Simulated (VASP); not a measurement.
Wanted: the native input for a VASP 6.6.1 run.

| Item | Value |
| --- | --- |
| Task | relaxation of cell and atoms |
| Functional | PBE |
| Potentials or basis | VASP PAW PBE potentials, release 64 (Sb) |
| Cutoff | 600 eV |
| k mesh | 3 × 3 × 3 |
| Occupations | gaussian, width 0.1 eV |
| Spin | no spin polarisation |
| Dipole correction | no |
| Further INCAR settings | ALGO = Normal; EDIFF = 1e-06; IBRION = 2; EDIFFG = -0.04; NSW = 90; ISIF = 3 |

The structure of Sb lies in POSCAR:

```
Sb
1.0
    3.7785610100      2.1815532100      3.0286874900
   -3.7785610100      2.1815532100      3.0286874900
    0.0000000000     -4.3631064300      3.0286874900
Sb
5
Direct
    0.2467715700      0.7532284300      0.0000000000
    0.0000000000      0.2467715700      0.7532284300
    0.7532284300      0.0000000000      0.2467715700
    0.2578843500      0.2578843500      0.2578843500
    0.7421156500      0.7421156500      0.7421156500
```

These files were run (other wordings do the same):

INCAR

```
SYSTEM = Sb
ALGO = Normal
EDIFF = 1E-6
EDIFFG = -0.04
ENCUT = 600
GGA = PE
IBRION = 2
ISIF = 3
ISMEAR = 0
LASPH = .True.
LCHARG = .False.
LREAL = .False.
LWAVE = .False.
NELM = 60
NSW = 90
PREC = Accurate
SIGMA = 0.1
```

KPOINTS

```
k-points
0
Gamma
  3 3 3
  0 0 0
```

Potentials or basis: VASP PAW PBE potentials, release 64 (Sb).

The run is started by

```console
$ cat potpaw_PBE.64/Sb/POTCAR > POTCAR
$ mpirun -np 1 vasp_std > vasp.out
```

It gave:

```json
{"Relaxed volume": "34.65 Å³/atom", "Relaxed cell": "a = 5.581 Å, b = 5.581 Å, c = 5.581 Å, α = 92.65°, β = 92.65°, γ = 92.65°", "Space group after relaxing (to 0.1 Å)": "R32 (No. 155)", "Energy gained by relaxing": "132.4 meV/atom", "Ionic steps": "12", "Pressure after relaxing": "0.0 GPa", "Largest force after relaxing": "0.033 eV/Å", "Band gap on the k mesh": "zero (an odd number of electrons rules out a gap without spin polarisation)"}
```

Caveat: the k points lie up to 0.38 Å⁻¹ apart in the final cell, too coarse for converged energies and pressures of a metal; the volume moved by over 15 % at a fixed basis, so the end points are rough; spin-orbit coupling is left out, which moves the levels of the heavy elements.

Run time: 3.7 min on 1 thread of Intel Xeon 8259CL, on a shared host, peak memory 0.26 GiB.
